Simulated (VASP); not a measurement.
**MoS2: relaxation of cell and atoms with revPBE+D3(BJ)**

Crystal: MoS2.

```xyz
6
Lattice="3.1690 0.0000 0.0000 -1.5845 2.7444 0.0000 0.0000 0.0000 12.3240" Properties=species:S:1:pos:R:3 pbc="T T T"
Mo    1.5845    0.9148    9.2430
Mo    0.0000    1.8296    3.0810
S     1.5845    0.9148    4.6461
S     0.0000    1.8296   10.8081
S     1.5845    0.9148    1.5159
S     0.0000    1.8296    7.6779
```

```yaml
Program: VASP 6.6.1
Task: relaxation of cell and atoms
Functional: revPBE
Dispersion: D3(BJ)
Potentials_or_basis: VASP PAW PBE potentials, release 64 (Mo_sv, S)
Cutoff: 600 eV
k_mesh: 10 × 10 × 3
Occupations: fermi-dirac, width 0.05 eV
Spin: no spin polarisation
Dipole_correction: no
Further_INCAR_settings: ALGO = Normal; EDIFF = 1e-06; IBRION = 2; EDIFFG = -0.01; NSW = 60; ISIF = 3
```

```json
{
  "Relaxed volume": "16.52 Å³/atom",
  "Relaxed cell": "a = 3.127 Å, b = 3.127 Å, c = 11.705 Å, α = 90.00°, β = 90.00°, γ = 120.00°",
  "Space group after relaxing (to 0.1 Å)": "P6_3/mmc (No. 194)",
  "Energy gained by relaxing": "17.3 meV/atom",
  "Ionic steps": "12",
  "Pressure after relaxing": "0.0 GPa",
  "Largest force after relaxing": "0.006 eV/Å",
  "Band gap on the k mesh": "0.66 eV (least direct gap 1.93 eV)",
  "Dispersion energy per atom": "-0.898 eV"
}
```

Forces in eV/Å, atoms in the order of the input:
```
Mo   0.000  0.000  0.000
Mo   0.000  0.000  0.000
S    0.000  0.000 -0.006
S    0.000  0.000 -0.006
S    0.000  0.000  0.006
S    0.000  0.000  0.006
```

The path:
| step | energy change (eV) | largest force (eV/Å) | pressure (GPa) | volume (Å³) |
| --- | --- | --- | --- | --- |
| 1 | 0.0000 | 0.0309 | -3.95 | 107.18 |
| 2 | 0.0418 | 1.0901 | 6.47 | 100.49 |
| 3 | -0.0356 | 0.4002 | -0.09 | 104.41 |
| 4 | -0.0555 | 0.1992 | -0.09 | 103.24 |
| 5 | -0.0592 | 0.0669 | -0.09 | 102.46 |
| 6 | -0.0768 | 0.0587 | -0.02 | 101.55 |
| 7 | -0.1026 | 0.0258 | 0.50 | 98.98 |
| 8 | -0.1028 | 0.0203 | 0.57 | 98.73 |
| 9 | -0.1007 | 0.1423 | -1.19 | 99.70 |
| 10 | -0.1034 | 0.0341 | -0.02 | 99.05 |
| 11 | -0.1036 | 0.0085 | 0.04 | 99.13 |
| 12 | -0.1036 | 0.0056 | 0.02 | 99.10 |

Final structure:
```
CELL_PARAMETERS angstrom
3.12678 0.00000 0.00000
-1.56339 2.70787 0.00000
0.00000 0.00000 11.70463
ATOMIC_POSITIONS crystal
Mo 0.66667 0.33333 0.75000
Mo 0.33333 0.66667 0.25000
S 0.66667 0.33333 0.38398
S 0.33333 0.66667 0.88398
S 0.66667 0.33333 0.11602
S 0.33333 0.66667 0.61602
```

Levels at points of the mesh, in eV from the valence-band top:
```
           k point  band 24  band 25  band 26  band 27  band 28  band 29
(0.00, 0.00, 0.00)    -1.48    -0.93     0.00     2.01     2.01     2.06
(0.50, 0.00, 0.00)    -1.67    -1.56    -1.45     1.58     1.65     1.92
```

Wall time 8.3 min on 1 thread of Intel(R) Xeon(R) 6975P-C (Granite Rapids), on a shared host, peak memory 0.33 GiB.

Caveat: the PAW data sets were made with another functional, which shifts forces and pressure a little; an odd mesh through Γ misses points on the zone boundary, where band edges can lie.
